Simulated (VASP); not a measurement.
Runs of VASP 6.6.1 on TaN. The structure is that of space group F-43m (No. 216), or close to it. The cells are those of the table. 

```csv
task,level,spin,U,cell,k mesh,cutoff (eV),smearing,gap on the mesh (eV),pressure (GPa)
single point,PBE,off,-,"a = 3.546 Å, angles 60.0°, 2 atoms",9 × 9 × 9,520,fermi-dirac 0.05 eV,none,-27.7
single point,PBEsol,off,-,"a = 3.523 Å, angles 60.0°, 2 atoms",9 × 9 × 9,520,fermi-dirac 0.05 eV,none,-30.6
single point,r2SCAN+D3(BJ),off,-,"a = 3.338 Å, angles 60.0°, 2 atoms",9 × 9 × 9,520,fermi-dirac 0.05 eV,none,1.2
single point,PBE,off,-,"a = 3.475 Å, angles 60.0°, 2 atoms",9 × 9 × 9,520,fermi-dirac 0.05 eV,none,(b)
single point,PBEsol+U,off,Ta d U = 8.0 eV,"a = 3.384 Å, angles 60.0°, 2 atoms",9 × 9 × 9,520,fermi-dirac 0.05 eV,none,8.3
single point,PBE,off,-,"a = 3.523 Å, angles 60.0°, 2 atoms",9 × 9 × 9,520,fermi-dirac 0.05 eV,none,-25.3
single point,PBE,off,-,"a = 3.569 Å, angles 60.0°, 2 atoms",9 × 9 × 9,520,fermi-dirac 0.05 eV,none,(a)
single point,PBEsol,"collinear, ferromagnetic start",-,"a = 3.523 Å, angles 60.0°, 2 atoms",7 × 7 × 7,520,gaussian 0.05 eV,none,-30.5
relaxation of cell and atoms,BLYP,off,-,"relaxed from a = 3.523 Å, angles 60.0°, 2 atoms",9 × 9 × 9,600,fermi-dirac 0.05 eV,none,0.0
single point,PBE,off,-,"a = 3.451 Å, angles 60.0°, 2 atoms",9 × 9 × 9,520,fermi-dirac 0.05 eV,none,-15.9
single point,PBE,off,-,"a = 3.364 Å, angles 60.0°, 2 atoms",9 × 9 × 9,520,fermi-dirac 0.05 eV,none,0.5
```

Alike in all rows: potentials or basis VASP PAW PBE potentials, release 64 (Ta_pv, N).

Question: Estimate the missing entries.

Answer: (a) -29.9; (b) -19.4.

Caveats: spin-orbit coupling is left out, which moves the levels of the heavy elements; the PAW data sets were made with another functional, which shifts forces and pressure a little (some runs); pairwise dispersion overbinds metals, which lowers pressure and volume (some runs); U without spin polarisation on a metal has little footing (some runs).

A k mesh can miss the band edges, and the runs leave out spin-orbit coupling on Ta.

A gap of «none» marks levels without a gap at the run's occupations.
